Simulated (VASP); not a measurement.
# BiTe (Fm-3m) in VASP: notebook

Runs on BiTe. Level: PBE. Tasks: single point.

All numbers are computed with VASP 6.6.1; they aren't measurements. Logs are shortened: lines on timing, memory, paths and dates and some standing lists are left out, and cuts for length are marked.

## Step 1: The cell of the first run

It takes space group Fm-3m (No. 225, cubic). The conventional cell has a = 6.502 Å, b = 6.502 Å, c = 6.502 Å, α = 90.00°, β = 90.00°, γ = 90.00°. Within 4.3 Å of Bi (site symmetry m-3m) lie 6 Te at 3.25 Å. Te (site symmetry m-3m) has 6 Bi at 3.25 Å within 4.3 Å.

## Step 2: Single point, PBE

The input, INCAR:

```
PREC = Accurate ; ENCUT = 520
EDIFF = 1E-6 ; ISMEAR = 0
SIGMA = 0.15 ; LREAL = False
LASPH = True ; NELM = 60
ALGO = Normal ; ISIF = 2
LWAVE = False ; LCHARG = False
GGA = PE ; NBANDS = 52
```

The input, KPOINTS:

```
Automatic mesh
0
Gamma
  10 10 10
```

The input, POSCAR:

```
BiTe
1.0
    6.5023883218      0.0000000000      0.0000000000
    0.0000000000     -6.5023883218      0.0000000000
    0.0000000000      0.0000000000     -6.5023883218
Bi Te
4 4
Direct
    0.0000000000      1.0000000000      1.0000000000
    0.5000000000      0.5000000000      1.0000000000
    0.5000000000      1.0000000000      0.5000000000
    0.0000000000      0.5000000000      0.5000000000
    0.5000000000      0.0000000000      0.0000000000
    0.0000000000      0.5000000000      0.0000000000
    0.0000000000      0.0000000000      0.5000000000
    0.5000000000      0.5000000000      0.5000000000
```

Potentials or basis: VASP PAW PBE potentials, release 64 (Bi_d, Te).

Command:

```console
$ cat potpaw_PBE.64/Bi_d/POTCAR potpaw_PBE.64/Te/POTCAR > POTCAR
$ mpirun -np 1 vasp_std > vasp.out
```

OUTCAR:

```text
PREC = Accurate
   ENCUT = 520
   EDIFF = 1E-6
   ISMEAR = 0
   LREAL = False
   LASPH = True
   NELM = 60
   ISIF = 2
   GGA = PE

 ion  position               nearest neighbor table
   1  0.000  0.000  0.000-   5 3.25   6 3.25   7 3.25   7 3.25   6 3.25   5 3.25
   2  0.500  0.500  0.000-   5 3.25   6 3.25   8 3.25   8 3.25   5 3.25   6 3.25
   3  0.500  0.000  0.500-   5 3.25   7 3.25   8 3.25   5 3.25   8 3.25   7 3.25
   4  0.000  0.500  0.500-   6 3.25   7 3.25   8 3.25   6 3.25   7 3.25   8 3.25
   5  0.500  0.000  0.000-   1 3.25   2 3.25   3 3.25   3 3.25   2 3.25   1 3.25
   6  0.000  0.500  0.000-   1 3.25   2 3.25   4 3.25   4 3.25   1 3.25   2 3.25
   7  0.000  0.000  0.500-   1 3.25   3 3.25   4 3.25   1 3.25   4 3.25   3 3.25
   8  0.500  0.500  0.500-   2 3.25   3 3.25   4 3.25   2 3.25   3 3.25   4 3.25

  LATTYP: Found a simple cubic cell.
 ALAT       =     6.5023883218

  Lattice vectors:

 A1 = (   6.5023883218,   0.0000000000,   0.0000000000)
 A2 = (   0.0000000000,  -6.5023883218,   0.0000000000)
 A3 = (   0.0000000000,   0.0000000000,  -6.5023883218)

Analysis of symmetry for initial positions (statically):
=====================================================================
 Subroutine PRICEL returns following result:

  LATTYP: Found a face centered cubic cell.
 ALAT       =     6.5023883218

  Lattice vectors:

 A1 = (   3.2511941609,   3.2511941609,   0.0000000000)
 A2 = (   3.2511941609,   0.0000000000,  -3.2511941609)
 A3 = (   0.0000000000,   3.2511941609,  -3.2511941609)

   4 primitive cells build up your supercell.

 Routine SETGRP: Setting up the symmetry group for a
 simple cubic supercell.

 Subroutine GETGRP returns: Found 48 space group operations
 (whereof 48 operations were pure point group operations)
 out of a pool of 48 trial point group operations.

The static configuration has the point symmetry O_h .

Analysis of symmetry for dynamics (positions and initial velocities):
=====================================================================
 Subroutine PRICEL returns following result:

  LATTYP: Found a face centered cubic cell.
 ALAT       =     6.5023883218

  Lattice vectors:

 A1 = (   3.2511941609,   3.2511941609,   0.0000000000)
 A2 = (   3.2511941609,   0.0000000000,  -3.2511941609)
 A3 = (   0.0000000000,   3.2511941609,  -3.2511941609)

   4 primitive cells build up your supercell.

 Routine SETGRP: Setting up the symmetry group for a
 simple cubic supercell.

 Subroutine GETGRP returns: Found 48 space group operations
 (whereof 48 operations were pure point group operations)
 out of a pool of 48 trial point group operations.

The dynamic configuration has the point symmetry O_h .

 Subroutine INISYM returns: Found 48 space group operations
 (whereof 48 operations are pure point group operations),
 and found     4 'primitive' translations

----------------------------------------------------------------------------------------

                                     Primitive cell

  volume of cell :      68.7320

  direct lattice vectors                    reciprocal lattice vectors
     3.251194161  3.251194161  0.000000000     0.153789646  0.153789646  0.153789646
     3.251194161  0.000000000 -3.251194161     0.153789646 -0.153789646 -0.153789646
     0.000000000  3.251194161 -3.251194161    -0.153789646  0.153789646 -0.153789646

  length of vectors
     4.597882876  4.597882876  4.597882876     0.266371481  0.266371481  0.266371481

  position of ions in fractional coordinates (direct lattice)
     0.000000000  0.000000000  0.000000000
     0.500000000  0.500000000  0.500000000

  ion indices of the primitive-cell ions
   primitive index   ion index
                 1           1
                 2           5

----------------------------------------------------------------------------------------

 KPOINTS: Automatic mesh

Automatic generation of k-mesh.
 Grid dimensions read from file:
 generate k-points for:   10   10   10

 Generating k-lattice:

  Cartesian coordinates                     Fractional coordinates (reciprocal lattice)
     0.015378965  0.000000000  0.000000000     0.100000000  0.000000000  0.000000000
     0.000000000 -0.015378965  0.000000000     0.000000000  0.100000000  0.000000000
     0.000000000  0.000000000 -0.015378965     0.000000000  0.000000000  0.100000000

  Length of vectors
     0.015378965  0.015378965  0.015378965

  Shift w.r.t. Gamma in fractional coordinates (k-lattice)
     0.000000000  0.000000000  0.000000000

 Subroutine IBZKPT returns following result:
 ===========================================

 Found     56 irreducible k-points:

 Following reciprocal coordinates:
            Coordinates               Weight
  0.000000  0.000000  0.000000      1.000000
  0.100000  0.000000  0.000000      6.000000
  0.200000  0.000000  0.000000      6.000000
  0.300000  0.000000  0.000000      6.000000
  0.400000  0.000000  0.000000      6.000000
  0.500000  0.000000  0.000000      3.000000
[... 16 lines left out ...]
  0.200000  0.100000  0.100000     24.000000
  0.300000  0.100000  0.100000     24.000000
 [... further k-points ...]
   k-points           NKPTS =     56   k-points in BZ     NKDIM =     56   number of bands    NBANDS=     52
   number of dos      NEDOS =    301   number of ions     NIONS =      8
   total plane-waves  NPLWV = 110592
   dimension x,y,z NGX =    48 NGY =   48 NGZ =   48
   dimension x,y,z NGXF=    96 NGYF=   96 NGZF=   96
   ions per type =               4   4
   NGX,Y,Z   is equivalent  to a cutoff of  12.27, 12.27, 12.27 a.u.
   NGXF,Y,Z  is equivalent  to a cutoff of  24.54, 24.54, 24.54 a.u.
 SYSTEM =  unknown system
   PREC   = accura    normal or accurate (medium, high low for compatibility)
   ISTART =      0    job   : 0-new  1-cont  2-samecut
   ICHARG =      2    charge: 1-file 2-atom 10-const
   ISPIN  =      1    spin polarized calculation?
   LNONCOLLINEAR =      F non collinear calculations
   LSORBIT =      F    spin-orbit coupling
   LASPH  =      T    aspherical Exc in radial PAW
   ENCUT  =  520.0 eV  38.22 Ry    6.18 a.u.  12.09 12.09 12.09*2*pi/ulx,y,z
   NELM   =     60;   NELMIN=  2; NELMDL= -5     # of ELM steps
   EDIFF  = 0.1E-05   stopping-criterion for ELM
   LREAL  =      F    real-space projection
   EDIFFG = 0.1E-04   stopping-criterion for IOM
   NSW    =      0    number of steps for IOM
   IBRION =     -1    ionic relax: 0-MD 1-quasi-New 2-CG
   NFREE  =      0    steps in history (QN), initial steepest desc. (CG)
   ISIF   =      2    stress and relaxation
   ISYM   =      2    0-nonsym 1-usesym 2-fastsym
   POTIM  = 0.5000    time-step for ionic-motion
   TEBEG  =    0.0;   TEEND  =   0.0 temperature during run
   PSTRESS=    0.0 pullay stress
   NELECT =      84.0000    total number of electrons
   NUPDOWN=      -1.0000    fix difference up-down
   EMIN   =  10.00;   EMAX   =-10.00  energy-range for DOS
   EFERMI =   0.00;   METHOD = LEGACY
   ISMEAR =     0;   SIGMA  =   0.15  broadening in eV -4-tet -1-fermi 0-gaus
   EFERMI_NEDOS =   21; number of points for ismear=-14 and -15
   IALGO  =     38    algorithm
   IMIX   =      4    mixing-type and parameters
     AMIX     =   0.40;   BMIX     =  1.00
     AMIX_MAG =   1.60;   BMIX_MAG =  1.00
  volume/ion in A,a.u.               =      34.37       231.91
  Fermi-wavevector in a.u.,A,eV,Ry     =   1.102626  2.083662 16.541757  1.215785
  Thomas-Fermi vector in A             =   2.239072
   LORBIT       =      0    0 simple, 1 ext, 2 COOP (PROOUT), +10 PAW based schemes
   GGA     = PE    functional components
   LHFCALC =     F    Hartree Fock is set to
   AEXX    =    0.0000 exact exchange contribution
   IVDW    =     0    specifies the selected vdW correction
   LEPSILON=     F    determine dielectric tensor
   LRPA    =     F    only Hartree local field effects (RPA)
 non-spin polarized calculation
 Gauss-broadening in eV      SIGMA  =   0.15
  energy-cutoff  :      520.00
  volume of cell :      274.93
 maximum number of plane-waves:      7441
   NGX = 25   NGY = 25   NGZ = 25

 number of electron      83.9999994 magnetization

 Free energy of the ion-electron system (eV)
  ---------------------------------------------------
  ext. energy  EPLUGINS =         0.00000000
  ---------------------------------------------------
  free energy    TOTEN  =       -28.72685645 eV

  energy without entropy =      -28.65977621  energy(sigma->0) =      -28.69331633

 E-fermi :   6.4848     XC(G=0):  -9.3672

 val. band max:        6.4805887657   @ k =   0.4000   0.4000   0.4000
 cond. band min:       6.4986189134   @ k =   0.3000   0.2000   0.2000
 fundamental gap:      0.0180301478
 Fermi energy:         6.4847539726

 k-point     1 :       0.0000    0.0000    0.0000
  band No.  band energies     occupation
      1     -16.6876      2.00000
      2     -16.6876      2.00000
      3     -16.6876      2.00000
      4     -16.6758      2.00000
      5     -16.6758      2.00000
      6     -16.6758      2.00000
[... 44 lines left out ...]
     51       9.9905      0.00000
     52       9.9905      0.00000

 k-point     2 :       0.1000    0.0000    0.0000
  band No.  band energies     occupation
      1     -16.6873      2.00000
      2     -16.6873      2.00000
      3     -16.6872      2.00000
      4     -16.6757      2.00000
      5     -16.6754      2.00000
      6     -16.6754      2.00000
[... 44 lines left out ...]
     51      10.0330      0.00000
     52      10.0330      0.00000

 k-point     3 :       0.2000    0.0000    0.0000
  band No.  band energies     occupation
      1     -16.6864      2.00000
      2     -16.6864      2.00000
      3     -16.6862      2.00000
      4     -16.6758      2.00000
      5     -16.6755      2.00000
      6     -16.6746      2.00000
[... 44 lines left out ...]
     51      10.1684      0.00000
     52      10.1777      0.00000
[... 1046 lines left out ...]
 k-point    23 :       0.2000    0.1000    0.1000
  band No.  band energies     occupation
      1     -16.6858      2.00000
      2     -16.6858      2.00000
      3     -16.6856      2.00000
      4     -16.6758      2.00000
      5     -16.6749      2.00000
      6     -16.6748      2.00000
[... 44 lines left out ...]
     51       9.8344      0.00000
     52       9.8364      0.00000

 k-point    24 :       0.3000    0.1000    0.1000
  band No.  band energies     occupation
      1     -16.6846      2.00000
      2     -16.6846      2.00000
      3     -16.6842      2.00000
      4     -16.6770      2.00000
      5     -16.6745      2.00000
      6     -16.6745      2.00000
[... 44 lines left out ...]
     51       9.5382      0.00000
     52      10.2431      0.00000

 [... further k-points ...]
[... 5 lines left out ...]
  --------------------------------------------------------------------------------------
  -------------------------------------------------------------------------------------
  Total       -0.0117251     -0.0117251     -0.0117251      0.0000000     -0.0000000     -0.0000000
  in kB       -0.0683293     -0.0683293     -0.0683293      0.0000000     -0.0000000     -0.0000000
  external PRESSURE =      -0.0683293 kB  Pullay stress =       0.0000000 kB

 VOLUME and BASIS-vectors are now :
 -----------------------------------------------------------------------------
  energy-cutoff  :      520.00
  volume of cell :      274.93
      direct lattice vectors                 reciprocal lattice vectors
     6.502388322  0.000000000  0.000000000     0.153789646  0.000000000  0.000000000
     0.000000000 -6.502388322  0.000000000     0.000000000 -0.153789646  0.000000000
     0.000000000  0.000000000 -6.502388322     0.000000000  0.000000000 -0.153789646

 POSITION                                       TOTAL-FORCE (eV/Angst)
 -----------------------------------------------------------------------------------
      0.00000      0.00000      0.00000        -0.000000     -0.000000     -0.000000
      3.25119     -3.25119      0.00000         0.000000      0.000000      0.000000
      3.25119      0.00000     -3.25119         0.000000      0.000000     -0.000000
      0.00000     -3.25119     -3.25119         0.000000      0.000000     -0.000000
      3.25119      0.00000      0.00000        -0.000000      0.000000     -0.000000
      0.00000     -3.25119      0.00000         0.000000      0.000000      0.000000
      0.00000      0.00000     -3.25119        -0.000000      0.000000      0.000000
      3.25119     -3.25119     -3.25119         0.000000      0.000000     -0.000000
 -----------------------------------------------------------------------------------
    total drift:                                0.000000     -0.000000      0.000000

  FREE ENERGIE OF THE ION-ELECTRON SYSTEM (eV)
  ---------------------------------------------------
  free  energy   TOTEN  =       -28.7268564451 eV

  energy  without entropy=      -28.6597762083  energy(sigma->0) =      -28.69331633
```

Wall time 17 min (1 thread of Intel Xeon 8259CL, shared host); peak memory 0.69 GiB.

Results:

| Property | Result |
| --- | --- |
| Free energy | -28.7269 eV |
| Pressure | 0.0 GPa |

Caveat: the highest band is partly filled, so the run has too few bands; spin-orbit coupling is left out, which moves the levels of the heavy elements.

## Step 3: Single point, PBE

This run uses another cell than the first one: it holds 32 atoms, not 8.

The input, INCAR:

```
SYSTEM = BiTe
ALGO = Fast ; EDIFF = 1E-6
ENCUT = 520 ; GGA = PE
ISIF = 2 ; ISMEAR = 0
LASPH = .TRUE. ; LCHARG = .FALSE.
LREAL = Auto ; LWAVE = .FALSE.
NBANDS = 190 ; NELM = 100
PREC = Accurate ; SIGMA = 0.1
```

The input, KPOINTS:

```
k-points
0
G
  3 3 3
  0 0 0
```

The input, POSCAR:

```
BiTe
1.0
   -6.5023883242     -6.5023883242      6.5023883242
    6.5023883242      6.5023883242      6.5023883242
   -6.5023883242      6.5023883242     -6.5023883242
Bi Te
16 16
Direct
    0.2500000000      0.5000000000      0.2500000000
    0.5000000000      0.5000000000      0.0000000000
    0.2500000000      0.7500000000      0.0000000000
    0.7500000000      0.5000000000      0.7500000000
    0.5000000000      0.7500000000      0.7500000000
    0.2500000000      0.0000000000      0.7500000000
    0.0000000000      0.5000000000      0.5000000000
    0.7500000000      0.7500000000      0.5000000000
    0.5000000000      0.0000000000      0.5000000000
    0.2500000000      0.2500000000      0.5000000000
    0.0000000000      0.7500000000      0.2500000000
    0.7500000000      0.0000000000      0.2500000000
    0.5000000000      0.2500000000      0.2500000000
    0.0000000000      0.0000000000      0.0000000000
    0.7500000000      0.2500000000      0.0000000000
    0.0000000000      0.2500000000      0.7500000000
    0.0000000000      0.5000000000      0.0000000000
    0.2500000000      0.5000000000      0.7500000000
    0.0000000000      0.7500000000      0.7500000000
    0.5000000000      0.5000000000      0.5000000000
    0.2500000000      0.7500000000      0.5000000000
    0.0000000000      0.0000000000      0.5000000000
    0.7500000000      0.5000000000      0.2500000000
    0.5000000000      0.7500000000      0.2500000000
    0.2500000000      0.0000000000      0.2500000000
    0.0000000000      0.2500000000      0.2500000000
    0.7500000000      0.7500000000      0.0000000000
    0.5000000000      0.0000000000      0.0000000000
    0.2500000000      0.2500000000      0.0000000000
    0.7500000000      0.0000000000      0.7500000000
    0.5000000000      0.2500000000      0.7500000000
    0.7500000000      0.2500000000      0.5000000000
```

Potentials or basis: VASP PAW PBE potentials, release 64 (Bi_d, Te).

Command:

```console
$ cat potpaw_PBE.64/Bi_d/POTCAR potpaw_PBE.64/Te/POTCAR > POTCAR
$ mpirun -np 1 vasp_std > vasp.out
```

Run time: 38 min. Hardware: 1 thread of Oxide Virtual Turin-like, shared host; peak memory 1.4 GiB.

The run converged. Its results:

| Quantity | Value |
| --- | --- |
| Free energy | -114.8104 eV |
| Pressure | -0.1 GPa |

Levels at points of the mesh, in eV from the Fermi level:
```tsv
k point	band 165	band 166	band 167	band 168	band 169	band 170	band 171	band 172	band 173	band 174
(0.00, 0.00, 0.00)	-0.09	-0.09	-0.09	-0.09	-0.09	-0.09	-0.09	-0.09	-0.03	-0.03
```

Caveat: the bands computed are all filled at some k points, so no gap is given; spin-orbit coupling is left out, which moves the levels of the heavy elements.
